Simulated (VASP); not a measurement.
# GaSb (I-4m2) in VASP: notebook, part 2 of 2

VASP 6.6.1. The steps go on from the part before.

### 3 Single point, LDA

This run uses another cell than the first one, of 23.02 Å³/atom.

Input file INCAR:

```
PREC = Accurate
ENCUT = 520
EDIFF = 1E-7
ISMEAR = 0
SIGMA = 0.15
LREAL = F
LASPH = T
NELM = 100
ALGO = Normal
ISIF = 2
LWAVE = F
LCHARG = T
LELF = T
LVHAR = T
NBANDS = 16
```

Input file KPOINTS:

```
regular mesh
0
Gamma
  16 16 16
```

Input file POSCAR:

```
GaSb
1.0
   -2.7351500000      2.7351500000      1.5386446001
    2.7351500000     -2.7351500000      1.5386446001
    2.7351500000      2.7351500000     -1.5386446001
Ga Sb
1 1
Direct
    0.2500000000      0.7500000000      0.5000000000
    0.0000000000      0.0000000000      0.0000000000
```

Potentials or basis: VASP PAW LDA potentials, release 64 (Ga_d, Sb).

Launch:

```console
cat potpaw_LDA.64/Ga_d/POTCAR potpaw_LDA.64/Sb/POTCAR > POTCAR
mpirun -np 1 vasp_std > vasp.out
```

OUTCAR:

```text
PREC = Accurate
   ENCUT = 520
   EDIFF = 1E-7
   ISMEAR = 0
   LREAL = F
   LASPH = T
   NELM = 100
   ISIF = 2

 ion  position               nearest neighbor table
   1  0.250  0.750  0.500-   2 2.84   2 2.84   2 2.84   2 2.84
   2  0.000  0.000  0.000-   1 2.84   1 2.84   1 2.84   1 2.84

  LATTYP: Found a body centered tetragonal cell.
 ALAT       =     5.4703000000
 C/A-ratio  =     0.5625448696

  Lattice vectors:

 A1 = (  -2.7351500000,   2.7351500000,   1.5386446001)
 A2 = (   2.7351500000,  -2.7351500000,   1.5386446001)
 A3 = (   2.7351500000,   2.7351500000,  -1.5386446001)

Analysis of symmetry for initial positions (statically):
=====================================================================
 Subroutine PRICEL returns:
 Original cell was already a primitive cell.

 Routine SETGRP: Setting up the symmetry group for a
 body centered tetragonal supercell.

 Subroutine GETGRP returns: Found  8 space group operations
 (whereof  8 operations were pure point group operations)
 out of a pool of 16 trial point group operations.

The static configuration has the point symmetry D_2d.

Analysis of symmetry for dynamics (positions and initial velocities):
=====================================================================
 Subroutine PRICEL returns:
 Original cell was already a primitive cell.

 Routine SETGRP: Setting up the symmetry group for a
 body centered tetragonal supercell.

 Subroutine GETGRP returns: Found  8 space group operations
 (whereof  8 operations were pure point group operations)
 out of a pool of 16 trial point group operations.

The dynamic configuration has the point symmetry D_2d.

 Subroutine INISYM returns: Found  8 space group operations
 (whereof  8 operations are pure point group operations),
 and found     1 'primitive' translations

[... 109 lines left out ...]
   ISMEAR =     0;   SIGMA  =   0.15  broadening in eV -4-tet -1-fermi 0-gaus
   EFERMI_NEDOS =   21; number of points for ismear=-14 and -15
   IALGO  =     38    algorithm
   IMIX   =      4    mixing-type and parameters
     AMIX     =   0.40;   BMIX     =  1.00
     AMIX_MAG =   1.60;   BMIX_MAG =  1.00
  volume/ion in A,a.u.               =      23.02       155.36
  Fermi-wavevector in a.u.,A,eV,Ry     =   1.197050  2.262096 19.496164  1.432928
  Thomas-Fermi vector in A             =   2.332974
   LORBIT       =      0    0 simple, 1 ext, 2 COOP (PROOUT), +10 PAW based schemes
   GGA     = CA    functional components
   LHFCALC =     F    Hartree Fock is set to
   AEXX    =    0.0000 exact exchange contribution
   IVDW    =     0    specifies the selected vdW correction
   LEPSILON=     F    determine dielectric tensor
   LRPA    =     F    only Hartree local field effects (RPA)
 non-spin polarized calculation
 Gauss-broadening in eV      SIGMA  =   0.15
  energy-cutoff  :      520.00
  volume of cell :       46.04
 maximum number of plane-waves:      1258
   NGX = 15   NGY = 15   NGZ = 15

 number of electron      18.0000004 magnetization

 Free energy of the ion-electron system (eV)
  ---------------------------------------------------
  ext. energy  EPLUGINS =         0.00000000
  ---------------------------------------------------
  free energy    TOTEN  =        -8.37235421 eV

  energy without entropy =       -8.36358908  energy(sigma->0) =       -8.36797165

 E-fermi :   6.9122     XC(G=0): -10.6714

 val. band max:        6.9068830530   @ k =   0.4375   0.4375   0.0625
 cond. band min:       6.9257738876   @ k =   0.3125   0.0625   0.0625
 fundamental gap:      0.0188908346
 Fermi energy:         6.9121635201

 k-point     1 :       0.0000    0.0000    0.0000
  band No.  band energies     occupation
      1      -8.1692      2.00000
      2      -8.0726      2.00000
      3      -8.0659      2.00000
      4      -8.0269      2.00000
      5      -8.0269      2.00000
      6      -5.3997      2.00000
[... 433 lines left out ...]
      3      -8.0654      2.00000
      4      -8.0270      2.00000
      5      -8.0265      2.00000
      6      -5.3649      2.00000
[... 8 lines left out ...]
     15      16.9008      0.00000
     16      17.5649      0.00000

 [... further k-points ...]

------------------------ aborting loop because EDIFF is reached ----------------------------------------

  FORCE on cell =-STRESS in cart. coord.  units (eV):
  Direction    XX          YY          ZZ          XY          YZ          ZX
  --------------------------------------------------------------------------------------
  -------------------------------------------------------------------------------------
  Total       -0.6433802     -0.6433802     -0.3258324      0.0000000      0.0000000      0.0000000
  in kB      -22.3881239    -22.3881239    -11.3382049      0.0000000      0.0000000      0.0000000
  external PRESSURE =     -18.7048176 kB  Pullay stress =       0.0000000 kB

 VOLUME and BASIS-vectors are now :
 -----------------------------------------------------------------------------
  energy-cutoff  :      520.00
  volume of cell :       46.04
      direct lattice vectors                 reciprocal lattice vectors
    -2.735150000  2.735150000  1.538644600     0.000000000  0.182805331  0.324961333
     2.735150000 -2.735150000  1.538644600     0.182805331  0.000000000  0.324961333
     2.735150000  2.735150000 -1.538644600     0.182805331  0.182805331  0.000000000

 POSITION                                       TOTAL-FORCE (eV/Angst)
 -----------------------------------------------------------------------------------
      2.73515      0.00000      0.76932         0.000000      0.000000      0.000000
      0.00000      0.00000      0.00000        -0.000000     -0.000000     -0.000000
 -----------------------------------------------------------------------------------
    total drift:                               -0.000000      0.000000      0.000000

  FREE ENERGIE OF THE ION-ELECTRON SYSTEM (eV)
  ---------------------------------------------------
  free  energy   TOTEN  =        -8.3723542148 eV

  energy  without entropy=       -8.3635890769  energy(sigma->0) =       -8.36797165
```

stdout:

```text
POSCAR found type information on POSCAR GaSb
 POSCAR found :  2 types and       2 ions
 scaLAPACK will be used
 LDA part: xc-table for (Slater(with rela. corr.)+CA(PZ))
 , standard interpolation
 POSCAR, INCAR and KPOINTS ok, starting setup
 FFT: planning ... GRIDC
 FFT: planning ... GRID_SOFT
 FFT: planning ... GRID
 WAVECAR not read
 entering main loop
```

Run time: 4.2 min. Hardware: 1 thread of Intel Xeon 8259CL, shared host; peak memory 0.37 GiB.

What came out:

```
Free energy            : -8.3724 eV
Pressure               : -1.9 GPa
Band gap on the k mesh : zero (bands 9 and 10 overlap by 4.76 eV)
```

Caveat: spin-orbit coupling is left out, which moves the levels of the heavy elements.

### 4 Single point, LDA

This run uses another cell than the first one, of the same volume but with other edges.

Input file INCAR:

```
PREC = Accurate
ENCUT = 520
EDIFF = 1E-6
ISMEAR = 0
SIGMA = 0.15
LREAL = F
LASPH = T
NELM = 80
ALGO = Normal
ISIF = 2
LWAVE = F
LCHARG = F
GGA = CA
NBANDS = 16
```

KPOINTS is that of step 3.

Input file POSCAR:

```
GaSb
1.0
   -2.7800000000      2.7800000000      1.4873500000
    2.7800000000     -2.7800000000      1.4873500000
    2.7800000000      2.7800000000     -1.4873500000
Ga Sb
1 1
Direct
    0.2500000000      0.7500000000      0.5000000000
    0.0000000000      0.0000000000      0.0000000000
```

Launch:

```console
cat potpaw_LDA.64/Ga_d/POTCAR potpaw_LDA.64/Sb/POTCAR > POTCAR
mpirun -np 1 vasp_std > vasp.out
```

Run time: 3.7 min. Hardware: 1 thread of Intel Xeon 8259CL, shared host; peak memory 0.37 GiB.

It converged, with:

| Quantity | Value |
| --- | --- |
| Free energy | -8.3491 eV |
| Pressure | -1.7 GPa |
| Band gap on the k mesh | zero (bands 9 and 10 overlap by 4.47 eV) |

Stress tensor (GPa, compression positive):
```
-3.08  0.00  0.00
 0.00 -3.08  0.00
 0.00  0.00  0.92
```

Levels at points of the mesh, in eV from the Fermi level:
| k point | band 6 | band 7 | band 8 | band 9 | band 10 | band 11 | band 12 | band 13 |
| --- | --- | --- | --- | --- | --- | --- | --- | --- |
| (0.00, 0.00, 0.00) | -12.38 | -3.66 | -2.30 | -2.30 | 3.12 | 6.41 | 6.74 | 6.74 |
| (0.50, 0.00, 0.00) | -7.98 | -5.68 | -2.63 | -1.34 | -1.24 | 2.48 | 3.21 | 5.09 |
| (0.50, 0.50, 0.00) | -11.00 | -8.41 | -0.43 | 1.50 | 1.54 | 1.81 | 5.83 | 7.87 |
| (0.50, 0.50, 0.50) | -9.92 | -6.39 | -5.29 | -5.29 | 4.95 | 6.42 | 9.81 | 9.81 |

Caveat: spin-orbit coupling is left out, which moves the levels of the heavy elements.

### 5 The runs side by side

```csv
cell,gap on the mesh (eV),pressure (GPa)
"a = 4.071 Å, angles 99.6, 99.6, 131.8°, 2 atoms",none,-0.6
"a = 4.163 Å, angles 97.9, 97.9, 136.6°, 2 atoms",none,-1.9
"a = 4.203 Å, angles 97.2, 97.2, 138.6°, 2 atoms",none,-1.7
```

Alike in all rows: task single point; level LDA; potentials or basis VASP PAW LDA potentials, release 64 (Ga_d, Sb); no spin polarisation; k mesh 16 × 16 × 16; cutoff (eV) 520; smearing gaussian 0.15 eV.

Caveats: spin-orbit coupling is left out, which moves the levels of the heavy elements.

Absolute energies hang on the potentials; compare differences alone.
